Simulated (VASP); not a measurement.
# Ti13Be3 in VASP: a series of runs

Ti13Be3 is run at these levels: PBE; tasks: single point.

All numbers are computed with VASP 6.6.1; they aren't measurements. Logs are shortened: lines on timing, memory, paths and dates and some standing lists are left out, and cuts for length are marked.

## 1. The cell of the first run

The cell holds a disordered packing, 16 atoms: a = 6.146 Å, b = 6.286 Å, c = 6.344 Å, α = 92.45°, β = 90.48°, γ = 87.86°.

## 2. Single point, PBE

The input, INCAR:

```
SYSTEM = Ti13Be3
  PREC = Accurate
  ENCUT = 400
  EDIFF = 1E-6
  ISMEAR = -1
  SIGMA = 0.168
  LREAL = Auto
  LASPH = .TRUE.
  NELM = 120
  ALGO = Normal
  ISIF = 2
  LWAVE = .FALSE.
  LCHARG = .FALSE.
  GGA = PE
  NBANDS = 95
  ISYM = -1
  GGA_COMPAT = .FALSE.
```

The input, KPOINTS:

```
explicit points
1
Reciprocal
  0.25000000   0.25000000   0.25000000 1
```

The input, POSCAR:

```
Ti13Be3
1.0
    6.1453290000      0.1157260000     -0.0247540000
    0.1157260000      6.2830310000     -0.1349560000
   -0.0247540000     -0.1349560000      6.3427070000
Ti Be
13 3
Direct
    0.3595763016      0.2529161517      0.1105941838
    0.5587355957      1.0060529661      0.8444916067
    0.3363059022      0.2144011217      0.5653711631
    0.6297943827      1.0789761502      0.3130515465
   -0.0933029108      0.7762440727      0.1191944031
    0.3361409771      0.7707163929      0.5850294890
    0.6629910944      0.5195888023      0.3114782549
    0.8372081627      0.2354492641      0.0754303394
    0.0685533623      0.4917774885      0.3531714917
    0.5602143371      0.5307271246      0.8295766075
    0.1111748359      0.5055320295      0.8191057229
    0.8274607875      0.3020572121      0.5852244787
    0.8611630133      0.7386805620      0.6355169178
    0.3339828629      0.8164344122      0.1080739082
    0.1587650023      0.0329101460      0.8386415281
    0.1670070529      0.0670629433      0.3245621529
```

Potentials or basis: VASP PAW PBE potentials, release 64 (Ti_sv, Be).

Started as:

```sh
$ cat potpaw_PBE.64/Ti_sv/POTCAR potpaw_PBE.64/Be/POTCAR > POTCAR
$ mpirun -np 1 vasp_std > vasp.out
```

OUTCAR:

```text
SYSTEM = Ti13Be3
   PREC = Accurate
   ENCUT = 400
   EDIFF = 1E-6
   ISMEAR = -1
   LREAL = Auto
   LASPH = .TRUE.
   NELM = 120
   ISIF = 2
   GGA = PE
   ISYM = -1

 ion  position               nearest neighbor table
   1  0.360  0.253  0.111-  16 2.21   4 2.36  15 2.51   2 2.53   9 2.73   7 2.81  10 2.87  11 2.88
                             3 2.91
   2  0.559  0.006  0.844-  15 2.46   1 2.53  14 2.54   6 2.58   3 2.60   8 2.67  13 2.77
   3  0.336  0.214  0.565-  16 2.05  15 2.41   4 2.52   2 2.60  11 2.73   9 2.74   6 2.80   1 2.91

   4  0.630  0.079  0.313-   8 2.26   1 2.36  12 2.51   3 2.52   5 2.76   7 2.79
   5  0.907  0.776  0.119-   9 2.54   7 2.59  14 2.65   4 2.76  11 2.78
   6  0.336  0.771  0.585-  15 2.48  10 2.57   2 2.58  11 2.70   3 2.80   9 2.81
   7  0.663  0.520  0.311-  12 2.45   8 2.50   9 2.50   5 2.59  13 2.73   4 2.79   1 2.81
   8  0.837  0.235  0.075-   4 2.26   7 2.50   2 2.67   9 2.76
   9  0.069  0.492  0.353-  12 2.47   7 2.50   5 2.54  13 2.63   1 2.73   3 2.74   8 2.76   6 2.81

  10  0.560  0.531  0.830-   6 2.57  12 2.62  13 2.65  11 2.77   1 2.87
  11  0.111  0.506  0.819-  13 2.41  12 2.62   6 2.70   3 2.73  10 2.77   5 2.78   1 2.88
  12  0.827  0.302  0.585-   7 2.45   9 2.47   4 2.51  11 2.62  10 2.62  13 2.76
  13  0.861  0.739  0.636-  11 2.41   9 2.63  10 2.65   7 2.73  12 2.76   2 2.77
  14  0.334  0.816  0.108-  16 2.27   2 2.54   5 2.65
  15  0.159  0.033  0.839-   3 2.41   2 2.46   6 2.48   1 2.51
  16  0.167  0.067  0.325-   3 2.05   1 2.21  14 2.27

IMPORTANT INFORMATION: All symmetrisations will be switched off!
NOSYMM: (Re-)initialisation of all symmetry stuff for point group C_1.

----------------------------------------------------------------------------------------

                                     Primitive cell

  volume of cell :     244.7002

  direct lattice vectors                    reciprocal lattice vectors
     6.145329000  0.115726000 -0.024754000     0.162783752 -0.002986003  0.000571770
     0.115726000  6.283031000 -0.134956000    -0.002986003  0.159286398  0.003377539
    -0.024754000 -0.134956000  6.342707000     0.000571770  0.003377539  0.157735486

  length of vectors
     6.146468399  6.285545655  6.344190884     0.162812140  0.159350182  0.157772679

  position of ions in fractional coordinates (direct lattice)
     0.359576302  0.252916152  0.110594184
     0.558735596  0.006052966  0.844491607
     0.336305902  0.214401122  0.565371163
     0.629794383  0.078976150  0.313051546
     0.906697089  0.776244073  0.119194403
     0.336140977  0.770716393  0.585029489
[... 8 lines left out ...]
     0.158765002  0.032910146  0.838641528
     0.167007053  0.067062943  0.324562153

  ion indices of the primitive-cell ions
   primitive index   ion index
                 1           1
                 2           2
                 3           3
                 4           4
                 5           5
                 6           6
[... 8 lines left out ...]
                15          15
                16          16

----------------------------------------------------------------------------------------

 KPOINTS: explicit points

Read explicit list of k-points.

 Found      1 k-points:

 Following reciprocal coordinates:
            Coordinates               Weight
  0.250000  0.250000  0.250000      1.000000
   k-points           NKPTS =      1   k-points in BZ     NKDIM =      1   number of bands    NBANDS=     95
   number of dos      NEDOS =    301   number of ions     NIONS =     16
   total plane-waves  NPLWV =  70560
   dimension x,y,z NGX =    40 NGY =   42 NGZ =   42
   dimension x,y,z NGXF=    80 NGYF=   84 NGZF=   84
   ions per type =              13   3
   NGX,Y,Z   is equivalent  to a cutoff of  10.82, 11.11, 11.01 a.u.
   NGXF,Y,Z  is equivalent  to a cutoff of  21.64, 22.22, 22.01 a.u.
 SYSTEM =  Ti13Be3
   PREC   = accura    normal or accurate (medium, high low for compatibility)
   ISTART =      0    job   : 0-new  1-cont  2-samecut
   ICHARG =      2    charge: 1-file 2-atom 10-const
   ISPIN  =      1    spin polarized calculation?
   LNONCOLLINEAR =      F non collinear calculations
   LSORBIT =      F    spin-orbit coupling
   LASPH  =      T    aspherical Exc in radial PAW
   ENCUT  =  400.0 eV  29.40 Ry    5.42 a.u.  10.02 10.25 10.35*2*pi/ulx,y,z
   NELM   =    120;   NELMIN=  2; NELMDL= -5     # of ELM steps
   EDIFF  = 0.1E-05   stopping-criterion for ELM
   LREAL  =      T    real-space projection
   EDIFFG = 0.1E-04   stopping-criterion for IOM
   NSW    =      0    number of steps for IOM
   IBRION =     -1    ionic relax: 0-MD 1-quasi-New 2-CG
   NFREE  =      0    steps in history (QN), initial steepest desc. (CG)
   ISIF   =      2    stress and relaxation
   ISYM   =     -1    0-nonsym 1-usesym 2-fastsym
   POTIM  = 0.5000    time-step for ionic-motion
   TEBEG  =    0.0;   TEEND  =   0.0 temperature during run
   PSTRESS=    0.0 pullay stress
   NELECT =     162.0000    total number of electrons
   NUPDOWN=      -1.0000    fix difference up-down
   EMIN   =  10.00;   EMAX   =-10.00  energy-range for DOS
   EFERMI =   0.00;   METHOD = LEGACY
   ISMEAR =    -1;   SIGMA  =   0.17  broadening in eV -4-tet -1-fermi 0-gaus
   EFERMI_NEDOS =   21; number of points for ismear=-14 and -15
   IALGO  =     38    algorithm
   IMIX   =      4    mixing-type and parameters
     AMIX     =   0.40;   BMIX     =  1.00
     AMIX_MAG =   1.60;   BMIX_MAG =  1.00
  volume/ion in A,a.u.               =      15.29       103.21
  Fermi-wavevector in a.u.,A,eV,Ry     =   1.426817  2.696294 27.698850  2.035808
  Thomas-Fermi vector in A             =   2.547054
   LORBIT       =      0    0 simple, 1 ext, 2 COOP (PROOUT), +10 PAW based schemes
   GGA     = PE    functional components
   LHFCALC =     F    Hartree Fock is set to
   AEXX    =    0.0000 exact exchange contribution
   IVDW    =     0    specifies the selected vdW correction
   LEPSILON=     F    determine dielectric tensor
   LRPA    =     F    only Hartree local field effects (RPA)
 non-spin polarized calculation
  energy-cutoff  :      400.00
  volume of cell :      244.70
 maximum number of plane-waves:      4429
 NGX is ok and might be reduce to    40
   NGX = 21   NGY = 21   NGZ = 21

 number of electron     161.9999998 magnetization

 Free energy of the ion-electron system (eV)
  ---------------------------------------------------
  ext. energy  EPLUGINS =         0.00000000
  ---------------------------------------------------
  free energy    TOTEN  =      -107.65643139 eV

  energy without entropy =     -105.67950423  energy(sigma->0) =     -106.66796781

 E-fermi :   8.0613     XC(G=0): -11.4127

 val. band max:        8.0180891366   @ k =   0.2500   0.2500   0.2500
 cond. band min:       8.1125707484   @ k =   0.2500   0.2500   0.2500
 fundamental gap:      0.0944816119
 Fermi energy:         8.0613494754

 k-point     1 :       0.2500    0.2500    0.2500
  band No.  band energies     occupation
      1     -48.4769      2.00000
      2     -48.4365      2.00000
      3     -48.3270      2.00000
      4     -48.2877      2.00000
      5     -48.2336      2.00000
      6     -48.2194      2.00000
[... 85 lines left out ...]
     92       9.0911      0.00434
     93       9.3039      0.00123
 [bands above 93 left out]

------------------------ aborting loop because EDIFF is reached ----------------------------------------

  FORCE on cell =-STRESS in cart. coord.  units (eV):
  Direction    XX          YY          ZZ          XY          YZ          ZX
  --------------------------------------------------------------------------------------
  -------------------------------------------------------------------------------------
  Total       16.2867008     10.3840992     17.9490197      0.3659927      1.9215270      0.4297800
  in kB      106.6373716     67.9900158    117.5214245      2.3963417     12.5812216      2.8139901
  external PRESSURE =      97.3829373 kB  Pullay stress =       0.0000000 kB

 VOLUME and BASIS-vectors are now :
 -----------------------------------------------------------------------------
  energy-cutoff  :      400.00
  volume of cell :      244.70
      direct lattice vectors                 reciprocal lattice vectors
     6.145329000  0.115726000 -0.024754000     0.162783752 -0.002986003  0.000571770
     0.115726000  6.283031000 -0.134956000    -0.002986003  0.159286398  0.003377539
    -0.024754000 -0.134956000  6.342707000     0.000571770  0.003377539  0.157735486

 POSITION                                       TOTAL-FORCE (eV/Angst)
 -----------------------------------------------------------------------------------
      2.23625      1.61577      0.65843        -0.771710      1.972520     -1.695107
      3.41341     -0.01128      5.34172         1.474220     -0.634653      0.381398
      2.07753      1.30971      3.54872         1.437782      2.618457      2.216801
      3.87168      0.52685      1.95935        -0.643366     -3.242056      1.031920
      5.65883      4.96601      0.62881         0.159285      1.225425     -1.064209
      2.14041      4.80238      3.59834        -0.309621      0.553408     -1.637793
[... 8 lines left out ...]
      0.95871      0.11197      5.31089        -1.422992     -0.631081      0.648531
      1.02604      0.39688      2.04542        -3.038962     -2.602241     -1.236231
 -----------------------------------------------------------------------------------
    total drift:                               -0.004242      0.002198      0.001319

  FREE ENERGIE OF THE ION-ELECTRON SYSTEM (eV)
  ---------------------------------------------------
  free  energy   TOTEN  =      -107.6564313885 eV

  energy  without entropy=     -105.6795042254  energy(sigma->0) =     -106.66796781
```

Run time: 1.9 min. Hardware: 1 thread of Intel Xeon 8259CL, shared host; peak memory 0.24 GiB.

Results:

| Quantity | Value |
| --- | --- |
| Free energy | -107.6564 eV |
| Pressure | 9.7 GPa |
| Largest force | 4.188 eV/Å |

Forces in eV/Å, atoms in the order of the input:
```
Ti  -0.772  1.973 -1.695
Ti   1.474 -0.635  0.381
Ti   1.438  2.618  2.217
Ti  -0.643 -3.242  1.032
Ti   0.159  1.225 -1.064
Ti  -0.310  0.553 -1.638
Ti  -3.163  1.646  0.173
Ti   1.893  0.193 -1.831
Ti   2.415  0.024 -0.383
Ti   0.168 -0.456  1.446
Ti   0.716 -0.481  1.386
Ti   1.327 -2.213  1.577
Ti  -0.240  2.365 -0.969
Be  -0.002 -0.338 -0.044
Be  -1.423 -0.631  0.649
Be  -3.039 -2.602 -1.236
```

Levels at points of the mesh, in eV from the Fermi level:
```csv
k point,band 79,band 80,band 81,band 82,band 83,band 84
"(0.25, 0.25, 0.25)",-0.27,-0.10,-0.04,0.05,0.12,0.22
```

Caveat: the atoms stand as in a frame of molecular dynamics.

## 3. Single point, PBE

The input, INCAR:

```
SYSTEM = Ti13Be3
  ALGO = Normal
  EDIFF = 1E-6
  ENCUT = 400
  GGA = PE
  GGA_COMPAT = .False.
  ISIF = 2
  ISMEAR = -1
  ISYM = -1
  LASPH = .True.
  LCHARG = .True.
  LELF = .True.
  LREAL = Auto
  LVHAR = .True.
  LWAVE = .False.
  NBANDS = 95
  NELM = 120
  PREC = Accurate
  SIGMA = 0.168
```

KPOINTS is that of step 2.

The input, POSCAR:

```
Ti13Be3
1.0
    6.1453290000      0.1157260000     -0.0247540000
    0.1157260000      6.2830310000     -0.1349560000
   -0.0247540000     -0.1349560000      6.3427070000
Ti Be
13 3
Direct
    0.2803184055      0.2124368163      0.0674755471
    0.5848305552      0.9780735101      0.8027674594
    0.3658982518      0.2315803731      0.5591422726
    0.6084539796      0.9510098172      0.2840933927
   -0.1270506031      0.7248558632      0.0400708463
    0.3179049719      0.7536094366      0.5405933988
    0.5967298688      0.4661149081      0.3142919032
    0.8768888462      0.2624804996      0.0579815251
    0.0990905519      0.5016430506      0.3260558350
    0.5477608575      0.4684831553      0.8313551115
    0.1505037264      0.4986827670      0.8208562686
    0.8285465985      0.2085942631      0.5890853684
    0.8627413686      0.7614886341      0.6019465758
    0.2788841188      0.7902170722      0.1186201779
    0.1354809711     -0.0282869385      0.8395251750
    0.0777131823     -0.0126376011      0.3183555841
```

Potentials or basis: VASP PAW PBE potentials, release 64 (Ti_sv, Be).

Started as:

```sh
$ cat potpaw_PBE.64/Ti_sv/POTCAR potpaw_PBE.64/Be/POTCAR > POTCAR
$ mpirun -np 1 vasp_std > vasp.out
```

Wall time 2.3 min (1 thread of Intel Xeon 8259CL, shared host); peak memory 0.24 GiB.

The run converged. Its results:

```yaml
Free_energy: -110.7620 eV
Pressure: 5.2 GPa
Largest_force: 2.680 eV/Å
```

Forces in eV/Å, atoms in the order of the input:
```
Ti   2.113 -0.365  1.607
Ti  -1.201 -0.202  1.651
Ti  -1.170 -1.121 -1.013
Ti   0.107  0.193  0.523
Ti   0.567  0.735  0.070
Ti   0.479  0.870 -0.204
Ti  -0.357  0.857 -0.249
Ti  -0.968 -1.426 -0.284
Ti  -0.245 -0.050  0.313
Ti   1.374  1.234  0.651
Ti  -1.391  0.612  0.048
Ti   1.670  0.636 -0.453
Ti  -0.257 -0.929 -0.849
Be   0.546 -0.467 -0.793
Be  -0.693 -0.605 -0.938
Be  -0.573  0.027 -0.078
```

Stress tensor (GPa, compression positive):
```
 6.35 -0.12 -0.12
-0.12  2.65  2.98
-0.12  2.98  6.74
```

Levels at points of the mesh, in eV from the Fermi level:
```tsv
k point	band 79	band 80	band 81	band 82	band 83	band 84
(0.25, 0.25, 0.25)	-0.23	-0.19	-0.08	0.08	0.14	0.24
```

Caveat: the atoms stand as in a frame of molecular dynamics.
